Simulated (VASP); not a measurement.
# InP: single point with PBE

InP:

```
In P
1.0
     0.00000    2.77020    2.77020
     2.64083    0.00000    2.77020
     2.64083    2.77020    0.00000
In P
1 1
Direct
  0.00000 0.00000 0.00000
  0.50000 0.50000 0.50000
```

This cell differs from its parent crystal: mode 4 frozen in at +0.000 Å, normal strain along x -0.0467.

```yaml
Program: VASP 6.6.1
Task: single point
Functional: PBE
Potentials_or_basis: VASP PAW PBE potentials, release 64 (In_d, P)
Cutoff: 520 eV
k_mesh: 14 × 14 × 14
Occupations: gaussian, width 0.15 eV
Spin: no spin polarisation
```

```yaml
Pressure: 4.3 GPa
Band_gap_on_the_k_mesh: zero (band 9 reaches 7.94 eV, above the bottom of band 10 at 4.98 eV)
```

Stress tensor (GPa, compression positive):
```
9.07 0.00 0.00
0.00 1.88 0.00
0.00 0.00 1.88
```

Levels at points of the mesh, in eV from the Fermi level:
```tsv
k point	band 7	band 8	band 9	band 10	band 11	band 12
(0.00, 0.00, 0.00)	-0.63	-0.16	-0.16	0.94	7.02	7.02
(0.50, 0.00, 0.00)	-6.88	0.04	0.27	2.44	3.19	3.74
(0.50, 0.50, 0.00)	-5.24	-2.69	-2.25	-2.12	3.85	9.62
(0.00, 0.50, 0.50)	-5.23	-2.76	-2.63	-2.63	3.61	10.13
```

Wall time 110 s on 1 thread of Intel(R) Xeon(R) 6975P-C (Granite Rapids), with other jobs on the host, peak memory 0.28 GiB.

Caveat: the cell differs from its parent crystal (mode 4 frozen in at +0.000 Å, normal strain along x -0.0467); spin-orbit coupling is left out, which moves the levels of the heavy elements.
